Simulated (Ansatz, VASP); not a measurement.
**AlP5 in VASP and in Ansatz**

```
CELL_PARAMETERS angstrom
0.00000 3.56691 3.56691
3.56691 0.00000 3.56691
3.56691 3.56691 0.00000
ATOMIC_POSITIONS crystal
Al 0.00000 0.00000 0.00000
P 0.25000 0.25000 0.25000
P 0.12503 0.62499 0.62499
P 0.62499 0.62499 0.62499
P 0.62499 0.62499 0.12503
P 0.62499 0.12503 0.62499
```

Change from the starting cell: species swapped into the ZrNi5 type (F-43m, No. 216).

Alike in both runs: functional PBE; k mesh 4 × 4 × 4; occupations gaussian, width 0.1 eV; no spin polarisation.

Ansatz relaxed the structure, and its values are those at the end. VASP's run is a single point on that final structure, the one shown.

```csv
,VASP,Ansatz
version,VASP 6.6.1,Ansatz 0.2.0
potentials or method,"VASP PAW PBE potentials, release 64 (Al, P), cutoff 520 eV","scalar-relativistic, plane waves, PAW"
valence electrons in the cell,28,28
```

|  | VASP | Ansatz | Ansatz less VASP |
| --- | --- | --- | --- |
| gap on the k mesh at the Fermi level (eV) | none | none | - |
| pressure (GPa) | -0.1 | 0.1 | +0.18 |

A gap of «none» marks a metal or a gap that the smearing closes. With one functional, cell and mesh, what is left measures potentials, basis and numerics.

The k mesh is coarse, so the values compare programs but aren't converged.
